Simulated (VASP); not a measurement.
# Ge (Fd-3m) in VASP: single point with PBEsol

Aim: the single point of Ge with PBEsol.

Everything below comes from runs of VASP 6.6.1. Logs are shortened: lines on timing, memory, paths and dates and some standing lists are left out, and cuts for length are marked.

**1. The cell of the first run**

It takes space group Fd-3m (No. 227, cubic). Conventional cell: a = 5.676 Å, b = 5.676 Å, c = 5.676 Å, α = 90.00°, β = 90.00°, γ = 90.00°. Ge (site symmetry -43m) has 4 Ge at 2.46 Å within 3.2 Å.

**2. Single point, PBEsol**

The input, INCAR:

```
SYSTEM = Ge
ALGO = Normal
EDIFF = 1E-6
ENCUT = 520
GGA = PS
ISIF = 2
ISMEAR = -1
LASPH = .True.
LCHARG = .False.
LREAL = .False.
LWAVE = .False.
NBANDS = 51
NELM = 80
PREC = Accurate
SIGMA = 0.02
```

The input, KPOINTS:

```
k-points
0
Gamma
  9 9 3
  0 0 0
```

The input, POSCAR:

```
Ge
1.0
    0.0000000000      2.8378164399     -2.8378164399
   -2.8378164399      0.0000000000      2.8378164399
    5.6756328799      5.6756328799      5.6756328799
Ge
6
Direct
    0.3333333330      0.6666666670      0.2083333330
    0.6666666670      0.3333333330      0.5416666670
    0.0000000000      0.0000000000      0.8750000000
    0.0000000000      0.0000000000      0.1250000000
    0.3333333330      0.6666666670      0.4583333330
    0.6666666670      0.3333333330      0.7916666670
```

Potentials or basis: VASP PAW PBE potentials, release 64 (Ge_d).

Run with:

```bash
$ cat potpaw_PBE.64/Ge_d/POTCAR > POTCAR
$ mpirun -np 1 vasp_std > vasp.out
```

OUTCAR:

```text
SYSTEM = Ge
   EDIFF = 1E-6
   ENCUT = 520
   GGA = PS
   ISIF = 2
   ISMEAR = -1
   LASPH = .True.
   LREAL = .False.
   NELM = 80
   PREC = Accurate

 ion  position               nearest neighbor table
   1  0.333  0.667  0.208-   4 2.46   4 2.46   4 2.46   5 2.46
   2  0.667  0.333  0.542-   5 2.46   5 2.46   6 2.46   5 2.46
   3  0.000  0.000  0.875-   6 2.46   6 2.46   6 2.46   4 2.46
   4  0.000  0.000  0.125-   1 2.46   1 2.46   1 2.46   3 2.46
   5  0.333  0.667  0.458-   2 2.46   2 2.46   1 2.46   2 2.46
   6  0.667  0.333  0.792-   3 2.46   3 2.46   3 2.46   2 2.46

  LATTYP: Found a hexagonal cell.
 ALAT       =     4.0132784968
 C/A-ratio  =     2.4494897428

  Lattice vectors:

 A1 = (   0.0000000000,   2.8378164399,  -2.8378164399)
 A2 = (  -2.8378164399,   0.0000000000,   2.8378164399)
 A3 = (   5.6756328799,   5.6756328799,   5.6756328799)

Analysis of symmetry for initial positions (statically):
=====================================================================
 Subroutine PRICEL returns following result:

  LATTYP: Found a face centered cubic cell.
 ALAT       =     5.6756328742

  Lattice vectors:

 A1 = (   2.8378164371,   2.8378164371,   0.0000000000)
 A2 = (  -0.0000000028,   2.8378164371,   2.8378164399)
 A3 = (   2.8378164456,   0.0000000057,   2.8378164399)

   3 primitive cells build up your supercell.

 Routine SETGRP: Setting up the symmetry group for a
 hexagonal supercell.

 Subroutine GETGRP returns: Found 12 space group operations
 (whereof 12 operations were pure point group operations)
 out of a pool of 24 trial point group operations.

The static configuration has the point symmetry D_3d.

Analysis of symmetry for dynamics (positions and initial velocities):
=====================================================================
 Subroutine PRICEL returns following result:

  LATTYP: Found a face centered cubic cell.
 ALAT       =     5.6756328742

  Lattice vectors:

 A1 = (   2.8378164371,   2.8378164371,   0.0000000000)
 A2 = (  -0.0000000028,   2.8378164371,   2.8378164399)
 A3 = (   2.8378164456,   0.0000000057,   2.8378164399)

   3 primitive cells build up your supercell.

 Routine SETGRP: Setting up the symmetry group for a
 hexagonal supercell.

 Subroutine GETGRP returns: Found 12 space group operations
 (whereof 12 operations were pure point group operations)
 out of a pool of 24 trial point group operations.

The dynamic configuration has the point symmetry D_3d.

 Subroutine INISYM returns: Found 12 space group operations
 (whereof 12 operations are pure point group operations),
 and found     3 'primitive' translations

----------------------------------------------------------------------------------------

                                     Primitive cell

  volume of cell :      45.7070

  direct lattice vectors                    reciprocal lattice vectors
     2.837816437  2.837816437  0.000000000     0.176191804  0.176191805 -0.176191805
    -0.000000003  2.837816437  2.837816440    -0.176191805  0.176191805  0.176191805
     2.837816446  0.000000006  2.837816440     0.176191805 -0.176191805  0.176191805

  length of vectors
     4.013278493  4.013278495  4.013278501     0.305173158  0.305173158  0.305173158

  position of ions in fractional coordinates (direct lattice)
     0.875000000  0.875000000  0.875000000
     0.125000000  0.125000000  0.125000000

  ion indices of the primitive-cell ions
   primitive index   ion index
                 1           1
                 2           5

----------------------------------------------------------------------------------------

 KPOINTS: k-points

Automatic generation of k-mesh.
 Grid dimensions read from file:
 generate k-points for:    9    9    3

 Generating k-lattice:

  Cartesian coordinates                     Fractional coordinates (reciprocal lattice)
    -0.013051245  0.026102490 -0.013051245     0.111111111  0.000000000  0.000000000
    -0.026102490  0.013051245  0.013051245     0.000000000  0.111111111  0.000000000
     0.019576867  0.019576867  0.019576867     0.000000000  0.000000000  0.333333333

  Length of vectors
     0.031968890  0.031968890  0.033908129

  Shift w.r.t. Gamma in fractional coordinates (k-lattice)
     0.000000000  0.000000000  0.000000000

 Subroutine IBZKPT returns following result:
 ===========================================

 Found     31 irreducible k-points:

 Following reciprocal coordinates:
            Coordinates               Weight
  0.000000  0.000000  0.000000      1.000000
  0.111111  0.000000  0.000000      6.000000
  0.222222  0.000000  0.000000      6.000000
  0.333333  0.000000  0.000000      6.000000
  0.444444  0.000000  0.000000      6.000000
  0.111111  0.111111  0.000000      6.000000
[... 16 lines left out ...]
  0.222222  0.111111  0.333333     12.000000
 -0.111111  0.333333  0.333333     12.000000
 [... further k-points ...]
   k-points           NKPTS =     31   k-points in BZ     NKDIM =     31   number of bands    NBANDS=     51
   number of dos      NEDOS =    301   number of ions     NIONS =      6
   total plane-waves  NPLWV =  72000
   dimension x,y,z NGX =    30 NGY =   30 NGZ =   80
   dimension x,y,z NGXF=    60 NGYF=   60 NGZF=  160
   ions per type =               6
   NGX,Y,Z   is equivalent  to a cutoff of  12.43, 12.43, 13.53 a.u.
   NGXF,Y,Z  is equivalent  to a cutoff of  24.85, 24.85, 27.06 a.u.
 SYSTEM =  Ge
   PREC   = accura    normal or accurate (medium, high low for compatibility)
   ISTART =      0    job   : 0-new  1-cont  2-samecut
   ICHARG =      2    charge: 1-file 2-atom 10-const
   ISPIN  =      1    spin polarized calculation?
   LNONCOLLINEAR =      F non collinear calculations
   LSORBIT =      F    spin-orbit coupling
   LASPH  =      T    aspherical Exc in radial PAW
   ENCUT  =  520.0 eV  38.22 Ry    6.18 a.u.   7.46  7.46 18.28*2*pi/ulx,y,z
   NELM   =     80;   NELMIN=  2; NELMDL= -5     # of ELM steps
   EDIFF  = 0.1E-05   stopping-criterion for ELM
   LREAL  =      F    real-space projection
   EDIFFG = 0.1E-04   stopping-criterion for IOM
   NSW    =      0    number of steps for IOM
   IBRION =     -1    ionic relax: 0-MD 1-quasi-New 2-CG
   NFREE  =      0    steps in history (QN), initial steepest desc. (CG)
   ISIF   =      2    stress and relaxation
   ISYM   =      2    0-nonsym 1-usesym 2-fastsym
   POTIM  = 0.5000    time-step for ionic-motion
   TEBEG  =    0.0;   TEEND  =   0.0 temperature during run
   PSTRESS=    0.0 pullay stress
   NELECT =      84.0000    total number of electrons
   NUPDOWN=      -1.0000    fix difference up-down
   EMIN   =  10.00;   EMAX   =-10.00  energy-range for DOS
   EFERMI =   0.00;   METHOD = LEGACY
   ISMEAR =    -1;   SIGMA  =   0.02  broadening in eV -4-tet -1-fermi 0-gaus
   EFERMI_NEDOS =   21; number of points for ismear=-14 and -15
   IALGO  =     38    algorithm
   IMIX   =      4    mixing-type and parameters
     AMIX     =   0.40;   BMIX     =  1.00
     AMIX_MAG =   1.60;   BMIX_MAG =  1.00
  volume/ion in A,a.u.               =      22.85       154.22
  Fermi-wavevector in a.u.,A,eV,Ry     =   1.390379  2.627435 26.302155  1.933154
  Thomas-Fermi vector in A             =   2.514320
   LORBIT       =      0    0 simple, 1 ext, 2 COOP (PROOUT), +10 PAW based schemes
   GGA     = PS    functional components
   LHFCALC =     F    Hartree Fock is set to
   AEXX    =    0.0000 exact exchange contribution
   IVDW    =     0    specifies the selected vdW correction
   LEPSILON=     F    determine dielectric tensor
   LRPA    =     F    only Hartree local field effects (RPA)
 non-spin polarized calculation
  energy-cutoff  :      520.00
  volume of cell :      137.12
 maximum number of plane-waves:      3722
 NGX is ok and might be reduce to    30
   NGX = 15   NGY = 15   NGZ = 37

 number of electron      84.0000057 magnetization

 Free energy of the ion-electron system (eV)
  ---------------------------------------------------
  ext. energy  EPLUGINS =         0.00000000
  ---------------------------------------------------
  free energy    TOTEN  =       -29.61422538 eV

  energy without entropy =      -29.61389463  energy(sigma->0) =      -29.61406001

 E-fermi :   4.7842     XC(G=0): -10.0837

 val. band max:        4.7706365148   @ k =   0.0000   0.0000   0.0000
 cond. band min:       4.8896967515   @ k =   0.0000   0.0000   0.3333
 fundamental gap:      0.1190602366
 Fermi energy:         4.7841700777

 k-point     1 :       0.0000    0.0000    0.0000
  band No.  band energies     occupation
      1     -20.0007      2.00000
      2     -20.0007      2.00000
      3     -20.0007      2.00000
      4     -20.0007      2.00000
      5     -19.9796      2.00000
      6     -19.9789      2.00000
[... 43 lines left out ...]
     50       8.5109      0.00000
     51       8.5109      0.00000

 k-point     2 :       0.1111    0.0000    0.0000
  band No.  band energies     occupation
      1     -20.0094      2.00000
      2     -20.0063      2.00000
      3     -20.0059      2.00000
      4     -19.9998      2.00000
      5     -19.9864      2.00000
      6     -19.9834      2.00000
[... 43 lines left out ...]
     50       8.6038      0.00000
     51       8.6430      0.00000

 k-point     3 :       0.2222    0.0000    0.0000
  band No.  band energies     occupation
      1     -20.0171      2.00000
      2     -20.0158      2.00000
      3     -20.0110      2.00000
      4     -20.0041      2.00000
      5     -19.9974      2.00000
      6     -19.9910      2.00000
[... 43 lines left out ...]
     50       9.4489      0.00000
     51       9.4629      0.00000
[... 1027 lines left out ...]
 k-point    23 :       0.2222    0.1111    0.3333
  band No.  band energies     occupation
      1     -20.0265      2.00000
      2     -20.0156      2.00000
      3     -20.0115      2.00000
      4     -20.0046      2.00000
      5     -20.0039      2.00000
      6     -20.0002      2.00000
[... 43 lines left out ...]
     50       9.5473      0.00000
     51       9.5908      0.00000

 k-point    24 :      -0.1111    0.3333    0.3333
  band No.  band energies     occupation
      1     -20.0279      2.00000
      2     -20.0162      2.00000
      3     -20.0087      2.00000
      4     -20.0050      2.00000
      5     -20.0033      2.00000
      6     -19.9981      2.00000
[... 43 lines left out ...]
     50      10.2588      0.00000
     51      10.2890      0.00000

 [... further k-points ...]
[... 5 lines left out ...]
  --------------------------------------------------------------------------------------
  -------------------------------------------------------------------------------------
  Total       -0.0328315     -0.0328315     -0.0328315     -0.0141022     -0.0141022     -0.0141022
  in kB       -0.3836165     -0.3836165     -0.3836165     -0.1647761     -0.1647761     -0.1647761
  external PRESSURE =      -0.3836165 kB  Pullay stress =       0.0000000 kB

 VOLUME and BASIS-vectors are now :
 -----------------------------------------------------------------------------
  energy-cutoff  :      520.00
  volume of cell :      137.12
      direct lattice vectors                 reciprocal lattice vectors
     0.000000000  2.837816440 -2.837816440    -0.117461203  0.234922406 -0.117461203
    -2.837816440  0.000000000  2.837816440    -0.234922406  0.117461203  0.117461203
     5.675632880  5.675632880  5.675632880     0.058730602  0.058730602  0.058730602

 POSITION                                       TOTAL-FORCE (eV/Angst)
 -----------------------------------------------------------------------------------
     -0.70945      2.12836      2.12836        -0.001293     -0.001293     -0.001293
      2.12836      4.96618      2.12836        -0.001293     -0.001293     -0.001293
      4.96618      4.96618      4.96618        -0.001293     -0.001293     -0.001293
      0.70945      0.70945      0.70945         0.001293      0.001293      0.001293
      0.70945      3.54727      3.54727         0.001293      0.001293      0.001293
      3.54727      6.38509      3.54727         0.001293      0.001293      0.001293
 -----------------------------------------------------------------------------------
    total drift:                               -0.000000     -0.000000     -0.000000

  FREE ENERGIE OF THE ION-ELECTRON SYSTEM (eV)
  ---------------------------------------------------
  free  energy   TOTEN  =       -29.6142253820 eV

  energy  without entropy=      -29.6138946287  energy(sigma->0) =      -29.61406001
```

It took 10 min on 1 thread of Intel Xeon 8259CL, shared host; peak memory 0.33 GiB.

What came out:

```yaml
Free_energy: -29.6142 eV
Pressure: 0.0 GPa
Band_gap_on_the_k_mesh: zero (filled and empty bands touch)
```

Caveat: semilocal functionals underestimate gaps, and a narrow one can read as zero; the PAW data sets were made with another functional, which shifts forces and pressure a little.

The gap in the log of VASP goes by the Fermi energy; the results here count the filled bands.